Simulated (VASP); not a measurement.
# BN: single point with LDA

BN:

```
B N
1.0
     2.43500    0.00241   -0.23418
    -1.20833    2.11404    0.23419
    -1.02953   -0.81701    2.06316
B N
1 1
Direct
  0.07407 0.03294 0.11840
  0.57407 0.28294 0.86840
```

```yaml
Program: VASP 6.6.1
Task: single point
Functional: LDA
Potentials_or_basis: VASP PAW LDA potentials, release 64 (B, N)
Cutoff: 600 eV
k_mesh: 14 × 14 × 14
Occupations: gaussian, width 0.01 eV
Spin: no spin polarisation
```

The pressure is 51.2 GPa and the band gap on the k mesh is 4.49 eV (least direct gap 9.31 eV).

Levels at points of the mesh, in eV from the valence-band top:
```tsv
k point	band 2	band 3	band 4	band 5	band 6	band 7
(0.00, 0.00, 0.00)	0.00	0.00	0.00	9.31	9.31	9.31
(0.50, 0.00, 0.00)	-9.79	-5.62	-5.62	4.49	9.88	19.80
(0.00, 0.50, 0.00)	-11.98	-2.21	-2.21	11.29	11.29	12.00
```

Run time: 6.7 s on 1 thread of AMD EPYC 9R45 96-Core Processor (Zen 5), with other jobs on the host, peak memory 0.09 GiB.

Caveat: the cell stands under pressure. A k mesh can miss the band edges.
